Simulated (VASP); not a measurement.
# SiC (base) (F-43m) in VASP: notebook

Runs on SiC (base). Level: PBE. Tasks: single point.

Everything below comes from runs of VASP 6.6.1. Logs are shortened: lines on timing, memory, paths and dates and some standing lists are left out, and cuts for length are marked.

## Step 1: The cell of the first run

It takes space group F-43m (No. 216, cubic). The conventional cell has a = 4.380 Å, b = 4.380 Å, c = 4.380 Å, α = 90.00°, β = 90.00°, γ = 90.00°. Si (site symmetry -43m) has 4 C at 1.90 Å within 2.5 Å. C (site symmetry -43m) has 4 Si at 1.90 Å within 2.5 Å.

## Step 2: Single point, PBE

The input, INCAR:

```
PREC     = Accurate       # precision mode
ENCUT    = 600            # plane-wave cutoff, eV
EDIFF    = 1E-6           # SCF threshold, eV
ISMEAR   = 0              # smearing method
SIGMA    = 0.02           # smearing width, eV
LREAL    = False          # projectors in reciprocal space
LASPH    = True           # aspherical terms in the spheres
NELM     = 120            # most SCF steps
ALGO     = Normal         # electronic algorithm
ISIF     = 2              # what is computed and relaxed
LWAVE    = False          # write WAVECAR
LCHARG   = False          # write CHGCAR
GGA      = PE             # functional
NBANDS   = 11             # bands
GGA_COMPAT= False
```

The input, KPOINTS:

```
Automatic mesh
0
Gamma
  10 10 10
```

The input, POSCAR:

```
SiC
1.0
    0.0000000000      2.1898716561      2.1898716561
    2.1898716561      0.0000000000      2.1898716561
    2.1898716561      2.1898716561      0.0000000000
Si C
1 1
Direct
    0.7500000000      0.7500000000      0.7500000000
    0.0000000000      0.0000000000      0.0000000000
```

Potentials or basis: VASP PAW PBE potentials, release 64 (Si, C).

Command:

```bash
$ cat potpaw_PBE.64/Si/POTCAR potpaw_PBE.64/C/POTCAR > POTCAR
$ mpirun -np 1 vasp_std > vasp.out
```

OUTCAR:

```text
PREC = Accurate
   ENCUT = 600
   EDIFF = 1E-6
   ISMEAR = 0
   LREAL = False
   LASPH = True
   NELM = 120
   ISIF = 2
   GGA = PE

 ion  position               nearest neighbor table
   1  0.750  0.750  0.750-   2 1.90   2 1.90   2 1.90   2 1.90
   2  0.000  0.000  0.000-   1 1.90   1 1.90   1 1.90   1 1.90

  LATTYP: Found a face centered cubic cell.
 ALAT       =     4.3797433122

  Lattice vectors:

 A1 = (   0.0000000000,   2.1898716561,   2.1898716561)
 A2 = (   2.1898716561,   0.0000000000,   2.1898716561)
 A3 = (   2.1898716561,   2.1898716561,   0.0000000000)

Analysis of symmetry for initial positions (statically):
=====================================================================
 Subroutine PRICEL returns:
 Original cell was already a primitive cell.

 Routine SETGRP: Setting up the symmetry group for a
 face centered cubic supercell.

 Subroutine GETGRP returns: Found 24 space group operations
 (whereof 24 operations were pure point group operations)
 out of a pool of 48 trial point group operations.

The static configuration has the point symmetry T_d .

Analysis of symmetry for dynamics (positions and initial velocities):
=====================================================================
 Subroutine PRICEL returns:
 Original cell was already a primitive cell.

 Routine SETGRP: Setting up the symmetry group for a
 face centered cubic supercell.

 Subroutine GETGRP returns: Found 24 space group operations
 (whereof 24 operations were pure point group operations)
 out of a pool of 48 trial point group operations.

The dynamic configuration has the point symmetry T_d .

 Subroutine INISYM returns: Found 24 space group operations
 (whereof 24 operations are pure point group operations),
 and found     1 'primitive' translations

----------------------------------------------------------------------------------------

                                     Primitive cell

  volume of cell :      21.0032

  direct lattice vectors                    reciprocal lattice vectors
     0.000000000  2.189871656  2.189871656    -0.228323883  0.228323883  0.228323883
     2.189871656  0.000000000  2.189871656     0.228323883 -0.228323883  0.228323883
     2.189871656  2.189871656  0.000000000     0.228323883  0.228323883 -0.228323883

  length of vectors
     3.096946196  3.096946196  3.096946196     0.395468566  0.395468566  0.395468566

  position of ions in fractional coordinates (direct lattice)
     0.750000000  0.750000000  0.750000000
     0.000000000  0.000000000  0.000000000

  ion indices of the primitive-cell ions
   primitive index   ion index
                 1           1
                 2           2

----------------------------------------------------------------------------------------

 KPOINTS: Automatic mesh

Automatic generation of k-mesh.
 Grid dimensions read from file:
 generate k-points for:   10   10   10

 Generating k-lattice:

  Cartesian coordinates                     Fractional coordinates (reciprocal lattice)
    -0.022832388  0.022832388  0.022832388     0.100000000  0.000000000  0.000000000
     0.022832388 -0.022832388  0.022832388     0.000000000  0.100000000  0.000000000
     0.022832388  0.022832388 -0.022832388     0.000000000  0.000000000  0.100000000

  Length of vectors
     0.039546857  0.039546857  0.039546857

  Shift w.r.t. Gamma in fractional coordinates (k-lattice)
     0.000000000  0.000000000  0.000000000

 Subroutine IBZKPT returns following result:
 ===========================================

 Found     47 irreducible k-points:

 Following reciprocal coordinates:
            Coordinates               Weight
  0.000000  0.000000  0.000000      1.000000
  0.100000  0.000000  0.000000      8.000000
  0.200000  0.000000  0.000000      8.000000
  0.300000  0.000000  0.000000      8.000000
  0.400000  0.000000  0.000000      8.000000
  0.500000  0.000000  0.000000      4.000000
[... 16 lines left out ...]
  0.300000  0.300000  0.000000      6.000000
  0.400000  0.300000  0.000000     24.000000
 [... further k-points ...]
   k-points           NKPTS =     47   k-points in BZ     NKDIM =     47   number of bands    NBANDS=     11
   number of dos      NEDOS =    301   number of ions     NIONS =      2
   total plane-waves  NPLWV =  21952
   dimension x,y,z NGX =    28 NGY =   28 NGZ =   28
   dimension x,y,z NGXF=    56 NGYF=   56 NGZF=   56
   ions per type =               1   1
   NGX,Y,Z   is equivalent  to a cutoff of  15.03, 15.03, 15.03 a.u.
   NGXF,Y,Z  is equivalent  to a cutoff of  30.06, 30.06, 30.06 a.u.
 SYSTEM =  unknown system
   PREC   = accura    normal or accurate (medium, high low for compatibility)
   ISTART =      0    job   : 0-new  1-cont  2-samecut
   ICHARG =      2    charge: 1-file 2-atom 10-const
   ISPIN  =      1    spin polarized calculation?
   LNONCOLLINEAR =      F non collinear calculations
   LSORBIT =      F    spin-orbit coupling
   LASPH  =      T    aspherical Exc in radial PAW
   ENCUT  =  600.0 eV  44.10 Ry    6.64 a.u.   6.19  6.19  6.19*2*pi/ulx,y,z
   NELM   =    120;   NELMIN=  2; NELMDL= -5     # of ELM steps
   EDIFF  = 0.1E-05   stopping-criterion for ELM
   LREAL  =      F    real-space projection
   EDIFFG = 0.1E-04   stopping-criterion for IOM
   NSW    =      0    number of steps for IOM
   IBRION =     -1    ionic relax: 0-MD 1-quasi-New 2-CG
   NFREE  =      0    steps in history (QN), initial steepest desc. (CG)
   ISIF   =      2    stress and relaxation
   ISYM   =      2    0-nonsym 1-usesym 2-fastsym
   POTIM  = 0.5000    time-step for ionic-motion
   TEBEG  =    0.0;   TEEND  =   0.0 temperature during run
   PSTRESS=    0.0 pullay stress
   NELECT =       8.0000    total number of electrons
   NUPDOWN=      -1.0000    fix difference up-down
   EMIN   =  10.00;   EMAX   =-10.00  energy-range for DOS
   EFERMI =   0.00;   METHOD = LEGACY
   ISMEAR =     0;   SIGMA  =   0.02  broadening in eV -4-tet -1-fermi 0-gaus
   EFERMI_NEDOS =   21; number of points for ismear=-14 and -15
   IALGO  =     38    algorithm
   IMIX   =      4    mixing-type and parameters
     AMIX     =   0.40;   BMIX     =  1.00
     AMIX_MAG =   1.60;   BMIX_MAG =  1.00
  volume/ion in A,a.u.               =      10.50        70.87
  Fermi-wavevector in a.u.,A,eV,Ry     =   1.186705  2.242548 19.160665  1.408269
  Thomas-Fermi vector in A             =   2.322872
   LORBIT       =      0    0 simple, 1 ext, 2 COOP (PROOUT), +10 PAW based schemes
   GGA     = PE    functional components
   LHFCALC =     F    Hartree Fock is set to
   AEXX    =    0.0000 exact exchange contribution
   IVDW    =     0    specifies the selected vdW correction
   LEPSILON=     F    determine dielectric tensor
   LRPA    =     F    only Hartree local field effects (RPA)
 non-spin polarized calculation
 Gauss-broadening in eV      SIGMA  =   0.02
  energy-cutoff  :      600.00
  volume of cell :       21.00
 maximum number of plane-waves:       725
 NGX is ok and might be reduce to    28
   NGX = 13   NGY = 13   NGZ = 13

 number of electron       8.0000000 magnetization

 Free energy of the ion-electron system (eV)
  ---------------------------------------------------
  ext. energy  EPLUGINS =         0.00000000
  ---------------------------------------------------
  free energy    TOTEN  =       -15.06218781 eV

  energy without entropy =      -15.06218781  energy(sigma->0) =      -15.06218781

 E-fermi :   8.0595     XC(G=0): -11.2911

 val. band max:        7.9395685420   @ k =   0.0000   0.0000   0.0000
 cond. band min:       9.3106127734   @ k =   0.5000   0.5000   0.0000
 fundamental gap:      1.3710442314
 Fermi energy:         8.0594909518

 k-point     1 :       0.0000    0.0000    0.0000
  band No.  band energies     occupation
      1      -7.3468      2.00000
      2       7.9396      2.00000
      3       7.9396      2.00000
      4       7.9396      2.00000
      5      13.9982      0.00000
      6      15.1446      0.00000
      7      15.1446      0.00000
      8      15.1446      0.00000
      9      22.3600      0.00000
     10      22.3600      0.00000
     11      24.1899      0.00000

 k-point     2 :       0.1000    0.0000    0.0000
  band No.  band energies     occupation
      1      -7.1538      2.00000
      2       6.9330      2.00000
      3       7.8063      2.00000
      4       7.8063      2.00000
      5      14.2812      0.00000
      6      15.3857      0.00000
      7      15.3857      0.00000
      8      15.3994      0.00000
      9      21.4261      0.00000
     10      21.4261      0.00000
     11      24.0908      0.00000

 k-point     3 :       0.2000    0.0000    0.0000
  band No.  band energies     occupation
      1      -6.5833      2.00000
      2       4.8278      2.00000
      3       7.5006      2.00000
      4       7.5006      2.00000
      5      14.0115      0.00000
      6      15.7482      0.00000
      7      15.7482      0.00000
      8      16.5842      0.00000
      9      20.7660      0.00000
     10      20.7660      0.00000
     11      23.2145      0.00000

 k-point     4 :       0.3000    0.0000    0.0000
  band No.  band energies     occupation
      1      -5.6716      2.00000
      2       2.5378      2.00000
      3       7.1857      2.00000
      4       7.1857      2.00000
      5      13.6031      0.00000
      6      15.6302      0.00000
      7      15.6302      0.00000
      8      17.5759      0.00000
      9      21.5622      0.00000
     10      21.5622      0.00000
     11      22.9274      0.00000

 k-point     5 :       0.4000    0.0000    0.0000
  band No.  band energies     occupation
      1      -4.5470      2.00000
      2       0.5097      2.00000
      3       6.9676      2.00000
      4       6.9676      2.00000
      5      13.3309      0.00000
      6      15.2693      0.00000
      7      15.2693      0.00000
      8      17.8938      0.00000
      9      23.4554      0.00000
     10      23.4554      0.00000
     11      23.4944      0.00000
[... 211 lines left out ...]
 k-point    21 :      -0.3000    0.2000    0.0000
  band No.  band energies     occupation
      1      -4.3222      2.00000
      2       1.5707      2.00000
      3       4.1625      2.00000
      4       6.7750      2.00000
      5      13.4774      0.00000
      6      16.0718      0.00000
      7      16.6068      0.00000
      8      18.0866      0.00000
      9      20.5859      0.00000
     10      23.2359      0.00000
     11      26.8255      0.00000

 k-point    22 :      -0.2000    0.2000    0.0000
  band No.  band energies     occupation
      1      -5.3655      2.00000
      2       3.1625      2.00000
      3       4.7518      2.00000
      4       7.2925      2.00000
      5      14.4255      0.00000
      6      15.8198      0.00000
      7      16.2211      0.00000
      8      16.9759      0.00000
      9      19.4073      0.00000
     10      23.2140      0.00000
     11      26.9251      0.00000

 k-point    23 :       0.3000    0.3000    0.0000
  band No.  band energies     occupation
      1      -5.1022      2.00000
      2       3.5857      2.00000
      3       5.5988      2.00000
      4       5.5988      2.00000
      5      11.0841      0.00000
      6      13.4957      0.00000
      7      19.3279      0.00000
      8      19.3279      0.00000
      9      20.1789      0.00000
     10      24.9165      0.00000
     11      29.4491      0.00000

 k-point    24 :       0.4000    0.3000    0.0000
  band No.  band energies     occupation
      1      -4.2453      2.00000
      2       2.3763      2.00000
      3       4.8185      2.00000
      4       5.3386      2.00000
      5      10.7984      0.00000
      6      13.5027      0.00000
      7      19.4019      0.00000
      8      19.7306      0.00000
      9      21.5328      0.00000
     10      25.8800      0.00000
     11      28.9669      0.00000

 [... further k-points ...]
[... 5 lines left out ...]
  --------------------------------------------------------------------------------------
  -------------------------------------------------------------------------------------
  Total       -0.0242748     -0.0242748     -0.0242748     -0.0000000     -0.0000000      0.0000000
  in kB       -1.8517376     -1.8517376     -1.8517376     -0.0000000     -0.0000000      0.0000000
  external PRESSURE =      -1.8517376 kB  Pullay stress =       0.0000000 kB

 VOLUME and BASIS-vectors are now :
 -----------------------------------------------------------------------------
  energy-cutoff  :      600.00
  volume of cell :       21.00
      direct lattice vectors                 reciprocal lattice vectors
     0.000000000  2.189871656  2.189871656    -0.228323883  0.228323883  0.228323883
     2.189871656  0.000000000  2.189871656     0.228323883 -0.228323883  0.228323883
     2.189871656  2.189871656  0.000000000     0.228323883  0.228323883 -0.228323883

 POSITION                                       TOTAL-FORCE (eV/Angst)
 -----------------------------------------------------------------------------------
      3.28481      3.28481      3.28481         0.000000      0.000000      0.000000
      0.00000      0.00000      0.00000        -0.000000     -0.000000     -0.000000
 -----------------------------------------------------------------------------------
    total drift:                               -0.000000     -0.000000     -0.000000

  FREE ENERGIE OF THE ION-ELECTRON SYSTEM (eV)
  ---------------------------------------------------
  free  energy   TOTEN  =       -15.0621878117 eV

  energy  without entropy=      -15.0621878117  energy(sigma->0) =      -15.06218781
```

Wall time 9.8 s (1 thread of Intel Xeon Platinum 8488C (Sapphire Rapids), shared host); peak memory 0.15 GiB.

What came out:

```
Free energy            : -15.0622 eV
Pressure               : -0.2 GPa
Band gap on the k mesh : 1.37 eV, indirect (least direct gap 4.53 eV)
```

## Step 3: Single point, PBE

The input, INCAR:

```
SYSTEM = SiC
  ALGO = Normal
  EDIFF = 1E-6
  ENCUT = 600
  GGA = PE
  GGA_COMPAT = .FALSE.
  ISIF = 2
  ISMEAR = 0
  LASPH = .TRUE.
  LCHARG = .FALSE.
  LREAL = .FALSE.
  LWAVE = .FALSE.
  NBANDS = 11
  NELM = 120
  PREC = Accurate
  SIGMA = 0.02
```

The input, KPOINTS:

```
k-points
0
G
  10 10 10
  0 0 0
```

POSCAR is that of step 2.

Potentials or basis: VASP PAW PBE potentials, release 64 (Si, C).

Command:

```bash
$ cat potpaw_PBE.64/Si/POTCAR potpaw_PBE.64/C/POTCAR > POTCAR
$ mpirun -np 1 vasp_std > vasp.out
```

OUTCAR:

```text
SYSTEM = SiC
   EDIFF = 1E-6
   ENCUT = 600
   GGA = PE
   ISIF = 2
   ISMEAR = 0
   LASPH = .TRUE.
   LREAL = .FALSE.
   NELM = 120
   PREC = Accurate

 ion  position               nearest neighbor table
   1  0.750  0.750  0.750-   2 1.90   2 1.90   2 1.90   2 1.90
   2  0.000  0.000  0.000-   1 1.90   1 1.90   1 1.90   1 1.90

  LATTYP: Found a face centered cubic cell.
 ALAT       =     4.3797433122

  Lattice vectors:

 A1 = (   0.0000000000,   2.1898716561,   2.1898716561)
 A2 = (   2.1898716561,   0.0000000000,   2.1898716561)
 A3 = (   2.1898716561,   2.1898716561,   0.0000000000)

Analysis of symmetry for initial positions (statically):
=====================================================================
 Subroutine PRICEL returns:
 Original cell was already a primitive cell.

 Routine SETGRP: Setting up the symmetry group for a
 face centered cubic supercell.

 Subroutine GETGRP returns: Found 24 space group operations
 (whereof 24 operations were pure point group operations)
 out of a pool of 48 trial point group operations.

The static configuration has the point symmetry T_d .

Analysis of symmetry for dynamics (positions and initial velocities):
[... 167 lines left out ...]
 k-point     1 :       0.0000    0.0000    0.0000
  band No.  band energies     occupation
      1      -7.3468      2.00000
      2       7.9396      2.00000
      3       7.9396      2.00000
      4       7.9396      2.00000
      5      13.9982      0.00000
      6      15.1446      0.00000
      7      15.1446      0.00000
      8      15.1446      0.00000
      9      22.3600      0.00000
     10      22.3600      0.00000
     11      24.1899      0.00000
[... 309 lines left out ...]
 k-point    24 :       0.4000    0.3000    0.0000
  band No.  band energies     occupation
      1      -4.2453      2.00000
      2       2.3763      2.00000
      3       4.8185      2.00000
      4       5.3386      2.00000
      5      10.7984      0.00000
      6      13.5027      0.00000
      7      19.4019      0.00000
      8      19.7306      0.00000
      9      21.5328      0.00000
     10      25.8800      0.00000
     11      28.9669      0.00000

 [... further k-points ...]
[... 5 lines left out ...]
  --------------------------------------------------------------------------------------
  -------------------------------------------------------------------------------------
  Total       -0.0242748     -0.0242748     -0.0242748     -0.0000000     -0.0000000      0.0000000
  in kB       -1.8517376     -1.8517376     -1.8517376     -0.0000000     -0.0000000      0.0000000
  external PRESSURE =      -1.8517376 kB  Pullay stress =       0.0000000 kB

 VOLUME and BASIS-vectors are now :
 -----------------------------------------------------------------------------
  energy-cutoff  :      600.00
  volume of cell :       21.00
      direct lattice vectors                 reciprocal lattice vectors
     0.000000000  2.189871656  2.189871656    -0.228323883  0.228323883  0.228323883
     2.189871656  0.000000000  2.189871656     0.228323883 -0.228323883  0.228323883
     2.189871656  2.189871656  0.000000000     0.228323883  0.228323883 -0.228323883

 POSITION                                       TOTAL-FORCE (eV/Angst)
 -----------------------------------------------------------------------------------
      3.28481      3.28481      3.28481         0.000000      0.000000      0.000000
      0.00000      0.00000      0.00000        -0.000000     -0.000000     -0.000000
 -----------------------------------------------------------------------------------
    total drift:                               -0.000000     -0.000000     -0.000000

  FREE ENERGIE OF THE ION-ELECTRON SYSTEM (eV)
  ---------------------------------------------------
  free  energy   TOTEN  =       -15.0621878117 eV

  energy  without entropy=      -15.0621878117  energy(sigma->0) =      -15.06218781
```

It took 10 s on 1 thread of Intel Xeon Platinum 8488C (Sapphire Rapids), shared host; peak memory 0.15 GiB.

What came out:

* Free energy: -15.0622 eV
* Pressure: -0.2 GPa
* Band gap on the k mesh: 1.37 eV, indirect (least direct gap 4.53 eV)
